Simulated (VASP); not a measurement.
**Pt: single point with PBEsol**

Crystal: Pt.

```
CELL_PARAMETERS angstrom
-0.01958 1.95790 1.95790
1.95790 -0.01958 1.95790
1.93832 1.93832 0.00000
ATOMIC_POSITIONS crystal
Pt 0.00000 0.00000 0.00000
```

This cell differs from its parent crystal: strain -0.0200 x Voigt [0, 0, 0, 0, 0, 1].

```
Program                : VASP 6.6.1
Task                   : single point
Functional             : PBEsol
Potentials or basis    : VASP PAW PBE potentials, release 64 (Pt)
Cutoff                 : 520 eV
k mesh                 : 20 × 20 × 20
Occupations            : gaussian, width 0.15 eV
Spin                   : no spin polarisation
Dipole correction      : no
Further INCAR settings : ALGO = Fast; EDIFF = 1e-06; NBANDS = 11
```

```yaml
Pressure: 0.3 GPa
Band_gap_on_the_k_mesh: zero (band 5 reaches 11.70 eV, above the bottom of band 6 at 9.41 eV)
```

Stress tensor (GPa, compression positive):
```
0.42 1.65 0.00
1.65 0.42 0.00
0.00 0.00 0.03
```

Levels at points of the mesh, in eV from the Fermi level:
```csv
k point,band 3,band 4,band 5,band 6,band 7,band 8
"(0.00, 0.00, 0.00)",-3.85,-3.72,-1.64,-1.64,14.60,19.27
"(0.50, 0.00, 0.00)",-3.77,-0.66,-0.04,0.08,5.69,14.23
"(0.50, 0.50, 0.00)",0.02,0.48,0.51,1.69,8.87,10.97
"(0.00, 0.00, 0.50)",-3.80,-0.49,0.00,0.12,5.98,14.08
"(0.50, 0.00, 0.50)",0.00,0.49,0.50,1.70,8.88,11.34
```

It took 56 s on 1 thread of Intel(R) Xeon(R) 6975P-C (Granite Rapids) (shared host), peak memory 0.3 GiB.

Caveat: the cell differs from its parent crystal (strain -0.0200 x Voigt [0, 0, 0, 0, 0, 1]); the PAW data sets were made with another functional, which shifts forces and pressure a little; spin-orbit coupling is left out, which moves the levels of the heavy elements.
